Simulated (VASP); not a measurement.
# Si (P6_3/mmc) in VASP: further runs

Si is run at these levels: PBE; tasks: relaxation of cell and atoms.

Everything below comes from runs of VASP 6.6.1. Logs are shortened: lines on timing, memory, paths and dates and some standing lists are left out, and cuts for length are marked.

**1. The cell of the first run**

It takes space group P6_3/mmc (No. 194, hexagonal). Conventional cell: a = 2.069 Å, b = 2.069 Å, c = 3.351 Å, α = 90.00°, β = 90.00°, γ = 120.00°. Si (site symmetry -6m2) has 12 Si at 2.06 to 2.07 Å within 2.7 Å.

This isn't the form of Si at room conditions, which is diamond.

**2. Relaxation of cell and atoms, PBE, target pressure 460 GPa, at which the enthalpy is minimised**

Contents of INCAR:

```
PREC = Accurate
ENCUT = 600
EDIFF = 1E-6
ISMEAR = -1
SIGMA = 0.08
LREAL = False
LASPH = True
NELM = 100
ALGO = Normal
ISIF = 3
LWAVE = False
LCHARG = False
GGA = PE
IBRION = 2
NSW = 60
EDIFFG = -0.005
PSTRESS = 4600.0
```

Contents of KPOINTS:

```
Automatic mesh
0
Gamma
  20 20 11
```

Contents of POSCAR:

```
Si
1.0
    2.0686335451      0.0000000000      0.0000000000
   -1.0343167726      1.7914892012      0.0000000000
    0.0000000000      0.0000000000      3.3511863431
Si
2
Direct
    0.3333333333      0.6666666667      0.2500000000
    0.6666666667      0.3333333333      0.7500000000
```

Potentials or basis: VASP PAW PBE potentials, release 64 (Si).

Started as:

```bash
$ cat potpaw_PBE.64/Si/POTCAR > POTCAR
$ mpirun -np 1 vasp_std > vasp.out
```

OUTCAR:

```text
PREC = Accurate
   ENCUT = 600
   EDIFF = 1E-6
   ISMEAR = -1
   LREAL = False
   LASPH = True
   NELM = 100
   ISIF = 3
   GGA = PE
   IBRION = 2
   NSW = 60
   EDIFFG = -0.005
   PSTRESS = 4600.0

 ion  position               nearest neighbor table
   1  0.333  0.667  0.250-   2 2.06   2 2.06   2 2.06   2 2.06   2 2.06   2 2.06   2 2.92   2 2.92
                             2 2.92   2 2.92   2 2.92   2 2.92
   2  0.667  0.333  0.750-   1 2.06   1 2.06   1 2.06   1 2.06   1 2.06   1 2.06   1 2.92   1 2.92
                             1 2.92   1 2.92   1 2.92   1 2.92

  LATTYP: Found a hexagonal cell.
 ALAT       =     2.0686335451
 C/A-ratio  =     1.6200000000

  Lattice vectors:

 A1 = (   2.0686335451,   0.0000000000,   0.0000000000)
 A2 = (  -1.0343167726,   1.7914892012,   0.0000000000)
 A3 = (   0.0000000000,   0.0000000000,   3.3511863431)

Analysis of symmetry for initial positions (statically):
=====================================================================
 Subroutine PRICEL returns:
 Original cell was already a primitive cell.

 Routine SETGRP: Setting up the symmetry group for a
 hexagonal supercell.

 Subroutine GETGRP returns: Found 24 space group operations
 (whereof 12 operations were pure point group operations)
 out of a pool of 24 trial point group operations.

The static configuration has the point symmetry D_3d.
 The point group associated with its full space group is D_6h.

Analysis of symmetry for dynamics (positions and initial velocities):
=====================================================================
 Subroutine PRICEL returns:
 Original cell was already a primitive cell.

 Routine SETGRP: Setting up the symmetry group for a
 hexagonal supercell.

 Subroutine GETGRP returns: Found 24 space group operations
 (whereof 12 operations were pure point group operations)
 out of a pool of 24 trial point group operations.

The dynamic configuration has the point symmetry D_3d.
 The point group associated with its full space group is D_6h.

 Subroutine INISYM returns: Found 24 space group operations
 (whereof 12 operations are pure point group operations),
 and found     1 'primitive' translations

----------------------------------------------------------------------------------------

                                     Primitive cell

  volume of cell :      12.4193

  direct lattice vectors                    reciprocal lattice vectors
     2.068633545  0.000000000  0.000000000     0.483410898  0.279097412  0.000000000
    -1.034316773  1.791489201  0.000000000     0.000000000  0.558194824  0.000000000
[... 100 lines left out ...]
   ISMEAR =    -1;   SIGMA  =   0.08  broadening in eV -4-tet -1-fermi 0-gaus
   EFERMI_NEDOS =   21; number of points for ismear=-14 and -15
   IALGO  =     38    algorithm
   IMIX   =      4    mixing-type and parameters
     AMIX     =   0.40;   BMIX     =  1.00
     AMIX_MAG =   1.60;   BMIX_MAG =  1.00
  volume/ion in A,a.u.               =       6.21        41.90
  Fermi-wavevector in a.u.,A,eV,Ry     =   1.413859  2.671806 27.198002  1.998997
  Thomas-Fermi vector in A             =   2.535461
   LORBIT       =      0    0 simple, 1 ext, 2 COOP (PROOUT), +10 PAW based schemes
   GGA     = PE    functional components
   LHFCALC =     F    Hartree Fock is set to
   AEXX    =    0.0000 exact exchange contribution
   IVDW    =     0    specifies the selected vdW correction
   LEPSILON=     F    determine dielectric tensor
   LRPA    =     F    only Hartree local field effects (RPA)
 conjugate gradient relaxation of ions
 non-spin polarized calculation
  energy-cutoff  :      600.00
  volume of cell :       12.42
 maximum number of plane-waves:       428
 NGX is ok and might be reduce to    18
   NGX =  9   NGY =  9   NGZ = 13

--------------------------------------- Ionic step        1  -------------------------------------------

 number of electron       8.0000000 magnetization

 Free energy of the ion-electron system (eV)
  ---------------------------------------------------
  ext. energy  EPLUGINS =         0.00000000
  ---------------------------------------------------
  free energy    TOTEN  =         1.52601713 eV

  energy without entropy =        1.53851695  energy(sigma->0) =        1.53226704

------------------------ aborting loop because EDIFF is reached ----------------------------------------

  FORCE on cell =-STRESS in cart. coord.  units (eV):
  Direction    XX          YY          ZZ          XY          YZ          ZX
  --------------------------------------------------------------------------------------
  -------------------------------------------------------------------------------------
  Total       35.4756927     35.4756927     37.6205226     -0.0000000      0.0000000      0.0000000
  in kB     4576.6229186   4576.6229187   4853.3216131     -0.0000001      0.0000000      0.0000000
  external PRESSURE =      68.8558168 kB  Pullay stress =    4600.0000000 kB
[... 253 lines left out ...]
--------------------------------------- Ionic step        8  -------------------------------------------

 number of electron       8.0000000 magnetization

 Free energy of the ion-electron system (eV)
  ---------------------------------------------------
  ext. energy  EPLUGINS =         0.00000000
  ---------------------------------------------------
  free energy    TOTEN  =         1.31710326 eV

  energy without entropy =        1.32660424  energy(sigma->0) =        1.32185375

 E-fermi :  25.1497     XC(G=0): -14.9695

 val. band max:       25.1338832656   @ k =   0.2500   0.2000   0.0909
 cond. band min:      25.1544797724   @ k =   0.4000   0.1000   0.0000
 fundamental gap:      0.0205965068
 Fermi energy:        25.1496818571

 k-point     1 :       0.0000    0.0000    0.0000
  band No.  band energies     occupation
      1       1.1881      2.00000
      2      11.8751      2.00000
      3      14.2228      2.00000
      4      39.5009      0.00000
      5      39.5009      0.00000
      6      40.2629      0.00000
      7      41.3906      0.00000
      8      41.3906      0.00000
[... 243 lines left out ...]
 k-point    24 :       0.2500    0.1000    0.0000
  band No.  band energies     occupation
      1       5.4712      2.00000
      2      15.6761      2.00000
      3      17.3745      2.00000
      4      22.9550      2.00000
      5      28.3860      0.00000
      6      31.7046      0.00000
      7      35.7169      0.00000
      8      37.7231      0.00000

 [... further k-points ...]

------------------------ aborting loop because EDIFF is reached ----------------------------------------

  FORCE on cell =-STRESS in cart. coord.  units (eV):
  Direction    XX          YY          ZZ          XY          YZ          ZX
  --------------------------------------------------------------------------------------
  -------------------------------------------------------------------------------------
  Total       35.8517362     35.8517362     35.8502343     -0.0000000      0.0000000      0.0000000
  in kB     4600.1270217   4600.1270220   4599.9343194     -0.0000003      0.0000000      0.0000000
  external PRESSURE =       0.0627877 kB  Pullay stress =    4600.0000000 kB
[... 21 lines left out ...]
  energy  without entropy=        1.3266042402  energy(sigma->0) =        1.32185375

  enthalpy is  TOTEN    =        37.1678494527 eV   P V=       35.8507461977

 reached required accuracy - stopping structural energy minimisation
```

OSZICAR:

```text
N       E                     dE             d eps       ncg     rms          rms(c)
DAV:   1     0.201195036708E+02    0.20120E+02   -0.47864E+03  4296   0.104E+03
DAV:   2     0.124967965270E+01   -0.18870E+02   -0.18124E+02  6472   0.108E+02
DAV:   3     0.110876109099E+01   -0.14092E+00   -0.13986E+00  5144   0.108E+01
DAV:   4     0.110858829661E+01   -0.17279E-03   -0.17276E-03  6528   0.323E-01
[... 51 lines left out ...]
       N       E                     dE             d eps       ncg     rms          rms(c)
DAV:   1     0.131708932514E+01   -0.33503E-01   -0.96156E-04  5768   0.201E-01    0.360E-02
DAV:   2     0.131709847183E+01    0.91467E-05   -0.10200E-05  4664   0.294E-02    0.207E-02
DAV:   3     0.131710315904E+01    0.46872E-05   -0.66524E-06  5208   0.178E-02    0.116E-03
DAV:   4     0.131710325509E+01    0.96047E-07   -0.13053E-07  2280   0.389E-03
   8 F= 0.37167849E+02 E0= 0.37172600E+02  d E =-.134897E-04
```

It took 42 s on 1 thread of AMD EPYC 9R45 (Zen 5), shared host; peak memory 0.11 GiB.

What came out:

| Quantity | Value |
| --- | --- |
| Free energy | 1.3171 eV |
| Relaxed volume | 6.24 Å³/atom |
| Relaxed cell | a = 2.060 Å, b = 2.060 Å, c = 3.398 Å, α = 90.00°, β = 90.00°, γ = 120.00° |
| Space group after relaxing (to 0.1 Å) | P6_3/mmc (No. 194) |
| Energy change on relaxing (the run minimises the enthalpy) | -104.5 meV/atom |
| Ionic steps | 8 |
| Pressure after relaxing | 460.0 GPa |
| Band gap on the k mesh | zero (bands 4 and 5 overlap by 17.63 eV) |

Step by step:
```tsv
step	energy change (eV)	largest force (eV/Å)	pressure (GPa)	volume (Å³)
1	0.0000	0.0000	466.89	12.42
2	-1.2836	0.0000	416.84	12.89
3	-0.3768	0.0000	452.65	12.55
4	0.5668	0.0000	493.54	12.23
5	-0.2237	0.0000	459.41	12.49
6	-0.2206	0.0000	459.55	12.49
7	-0.1754	0.0000	461.31	12.48
8	-0.2089	0.0000	460.01	12.49
```

Final structure:
```xyz
2
Lattice="2.0599 0.0000 0.0000 -1.0299 1.7839 0.0000 0.0000 0.0000 3.3981" Properties=species:S:1:pos:R:3 pbc="T T T"
Si    0.0000    1.1893    0.8495
Si    1.0299    0.5946    2.5486
```

Levels at points of the mesh, in eV from the Fermi level:
```tsv
k point	band 1	band 2	band 3	band 4	band 5	band 6	band 7	band 8
(0.00, 0.00, 0.00)	-23.96	-13.27	-10.93	14.35	14.35	15.11	16.24	16.24
(0.50, 0.00, 0.00)	-13.79	-12.94	-3.56	-3.27	-1.03	-0.84	7.93	14.21
```

Caveat: the cell is relaxed towards a set pressure, so the run minimises the enthalpy, not the energy.

**3. Relaxation of cell and atoms, PBE, target pressure 460 GPa, at which the enthalpy is minimised**

This run uses another cell than the first one, of 6.25 Å³/atom.

Contents of INCAR:

```
PREC = Accurate ; ENCUT = 600
EDIFF = 1E-7 ; ISMEAR = -1
SIGMA = 0.08 ; LREAL = False
LASPH = True ; NELM = 100
ALGO = Normal ; ISIF = 3
LWAVE = False ; LCHARG = False
GGA = PE ; IBRION = 2
NSW = 32 ; EDIFFG = -0.005
PSTRESS = 4600.0
```

Contents of KPOINTS:

```
regular mesh
0
Gamma
  20 20 11
```

Contents of POSCAR:

```
Si
1.0
    2.0606383312      0.0000000000      0.0000000000
   -1.0303191656      1.7845651428      0.0000000000
    0.0000000000      0.0000000000      3.4004600213
Si
2
Direct
    0.3333333333      0.6666666667      0.2500000000
    0.6666666667      0.3333333333      0.7500000000
```

Potentials or basis: VASP PAW PBE potentials, release 64 (Si).

Started as:

```bash
$ cat potpaw_PBE.64/Si/POTCAR > POTCAR
$ mpirun -np 1 vasp_std > vasp.out
```

OUTCAR:

```text
PREC = Accurate
   ENCUT = 600
   EDIFF = 1E-7
   ISMEAR = -1
   LREAL = False
   LASPH = True
   NELM = 100
   ISIF = 3
   GGA = PE
   IBRION = 2
   NSW = 32
   EDIFFG = -0.005
   PSTRESS = 4600.0

 ion  position               nearest neighbor table
   1  0.333  0.667  0.250-   2 2.08   2 2.08   2 2.08   2 2.08   2 2.08   2 2.08   2 2.92   2 2.92
                             2 2.92   2 2.92   2 2.92   2 2.92
   2  0.667  0.333  0.750-   1 2.08   1 2.08   1 2.08   1 2.08   1 2.08   1 2.08   1 2.92   1 2.92
                             1 2.92   1 2.92   1 2.92   1 2.92

  LATTYP: Found a hexagonal cell.
 ALAT       =     2.0606383312
 C/A-ratio  =     1.6501974023

  Lattice vectors:

 A1 = (   2.0606383312,   0.0000000000,   0.0000000000)
 A2 = (  -1.0303191656,   1.7845651428,   0.0000000000)
 A3 = (   0.0000000000,   0.0000000000,   3.4004600213)

Analysis of symmetry for initial positions (statically):
=====================================================================
 Subroutine PRICEL returns:
 Original cell was already a primitive cell.

 Routine SETGRP: Setting up the symmetry group for a
 hexagonal supercell.

 Subroutine GETGRP returns: Found 24 space group operations
 (whereof 12 operations were pure point group operations)
 out of a pool of 24 trial point group operations.

The static configuration has the point symmetry D_3d.
[... 171 lines left out ...]
  Total       35.7494836     35.7494836     35.7148698     -0.0000000      0.0000000      0.0000000
  in kB     4580.4537523   4580.4537521   4576.0188028     -0.0000000      0.0000000      0.0000000
  external PRESSURE =     -21.0245643 kB  Pullay stress =    4600.0000000 kB
[... 177 lines left out ...]
--------------------------------------- Ionic step        6  -------------------------------------------

 number of electron       8.0000000 magnetization

 Free energy of the ion-electron system (eV)
  ---------------------------------------------------
  ext. energy  EPLUGINS =         0.00000000
  ---------------------------------------------------
  free energy    TOTEN  =         1.31628774 eV

  energy without entropy =        1.32578925  energy(sigma->0) =        1.32103850

 E-fermi :  25.1491     XC(G=0): -14.9694

 val. band max:       25.1332946779   @ k =   0.2500   0.2000   0.0909
 cond. band min:      25.1539638465   @ k =   0.4000   0.1000   0.0000
 fundamental gap:      0.0206691686
 Fermi energy:        25.1491479842

 k-point     1 :       0.0000    0.0000    0.0000
  band No.  band energies     occupation
      1       1.1878      2.00000
      2      11.8748      2.00000
      3      14.2225      2.00000
      4      39.5001      0.00000
      5      39.5001      0.00000
      6      40.2625      0.00000
      7      41.3897      0.00000
      8      41.3897      0.00000
[... 243 lines left out ...]
 k-point    24 :       0.2500    0.1000    0.0000
  band No.  band energies     occupation
      1       5.4708      2.00000
      2      15.6757      2.00000
      3      17.3741      2.00000
      4      22.9544      2.00000
      5      28.3854      0.00000
      6      31.7040      0.00000
      7      35.7161      0.00000
      8      37.7224      0.00000

 [... further k-points ...]

------------------------ aborting loop because EDIFF is reached ----------------------------------------

  FORCE on cell =-STRESS in cart. coord.  units (eV):
  Direction    XX          YY          ZZ          XY          YZ          ZX
  --------------------------------------------------------------------------------------
  -------------------------------------------------------------------------------------
  Total       35.8492821     35.8492821     35.8491700      0.0000000      0.0000000      0.0000000
  in kB     4599.7095411   4599.7095408   4599.6951563      0.0000000      0.0000000      0.0000000
  external PRESSURE =      -0.2952539 kB  Pullay stress =    4600.0000000 kB
[... 21 lines left out ...]
  energy  without entropy=        1.3257892538  energy(sigma->0) =        1.32103850

  enthalpy is  TOTEN    =        37.1678336719 eV   P V=       35.8515459272

 reached required accuracy - stopping structural energy minimisation
```

OSZICAR:

```text
N       E                     dE             d eps       ncg     rms          rms(c)
DAV:   1     0.195453270254E+02    0.19545E+02   -0.48219E+03  4264   0.104E+03
DAV:   2     0.998185085292E+00   -0.18547E+02   -0.17853E+02  6432   0.106E+02
DAV:   3     0.861329978844E+00   -0.13686E+00   -0.13347E+00  5256   0.105E+01
DAV:   4     0.861136522736E+00   -0.19346E-03   -0.19274E-03  6488   0.312E-01
[... 34 lines left out ...]
       N       E                     dE             d eps       ncg     rms          rms(c)
DAV:   1     0.131628670181E+01    0.50103E-04   -0.11850E-04  5816   0.706E-02    0.748E-03
DAV:   2     0.131628751143E+01    0.80962E-06   -0.13618E-06  4496   0.107E-02    0.382E-03
DAV:   3     0.131628774953E+01    0.23810E-06   -0.78050E-07  5272   0.606E-03    0.287E-04
DAV:   4     0.131628774476E+01   -0.47748E-08   -0.14344E-08  2304   0.133E-03
   6 F= 0.37167834E+02 E0= 0.37172584E+02  d E =-.254687E-05
```

Run time: 23 s. Hardware: 1 thread of AMD EPYC 9R45 (Zen 5), shared host; peak memory 0.11 GiB.

Results:

```yaml
Free_energy: 1.3163 eV
Relaxed_volume: 6.24 Å³/atom
Relaxed_cell: a = 2.060 Å, b = 2.060 Å, c = 3.398 Å, α = 90.00°, β = 90.00°, γ = 120.00°
Space_group_after_relaxing_to_0.1_Å: P6_3/mmc (No. 194)
Energy_change_on_relaxing_the_run_minimises_the_enthalpy: +25.2 meV/atom
Ionic_steps: 6
Pressure_after_relaxing: 460.0 GPa
Band_gap_on_the_k_mesh: zero (bands 4 and 5 overlap by 17.63 eV)
```

The path:
```csv
step,energy change (eV),largest force (eV/Å),pressure (GPa),volume (Å³)
1,0.0000,0.0000,457.90,12.50
2,0.4309,0.0000,475.81,12.36
3,0.0514,0.0000,460.03,12.49
4,0.0504,0.0000,459.99,12.49
5,0.0503,0.0000,459.94,12.49
6,0.0504,0.0000,459.97,12.49
```

Final structure:
```
CELL_PARAMETERS angstrom
2.05991 0.00000 0.00000
-1.02995 1.78393 0.00000
0.00000 0.00000 3.39808
ATOMIC_POSITIONS crystal
Si 0.33333 0.66667 0.25000
Si 0.66667 0.33333 0.75000
```

Levels at points of the mesh, in eV from the Fermi level:
| k point | band 2 | band 3 | band 4 | band 5 | band 6 | band 7 |
| --- | --- | --- | --- | --- | --- | --- |
| (0.00, 0.00, 0.00) | -13.27 | -10.93 | 14.35 | 14.35 | 15.11 | 16.24 |
| (0.50, 0.00, 0.00) | -12.94 | -3.56 | -3.27 | -1.03 | -0.84 | 7.93 |

Caveat: the cell is relaxed towards a set pressure, so the run minimises the enthalpy, not the energy.
